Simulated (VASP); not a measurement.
The system is GaSb.

```xyz
2
Lattice="0.0000 3.1190 3.1190 3.1190 0.0000 3.1190 3.1190 3.1190 0.0000" Properties=species:S:1:pos:R:3 pbc="T T T"
Sb    4.6785    4.6785    4.6785
Ga    0.0000    0.0000    0.0000
```

Base run:

| Item | Value |
| --- | --- |
| Program | VASP 6.6.1 |
| Functional | r2SCAN |
| Potentials or basis | VASP PAW PBE potentials, release 64 (Sb, Ga_d) |
| Cutoff | 520 eV |
| k mesh | 8 × 8 × 8 |
| Occupations | fermi-dirac, width 0.05 eV |
| Spin | no spin polarisation |

Its results: pressure -2.3 GPa.

Problem. The run is repeated on the same cell with these changes: dispersion from none to rVV10. What comes out?

Solution. Pressure -2.9 GPa.

Dispersion adds attraction, which lowers the pressure at fixed volume.

Caveats: the PAW data sets were made with another functional, which shifts forces and pressure a little.
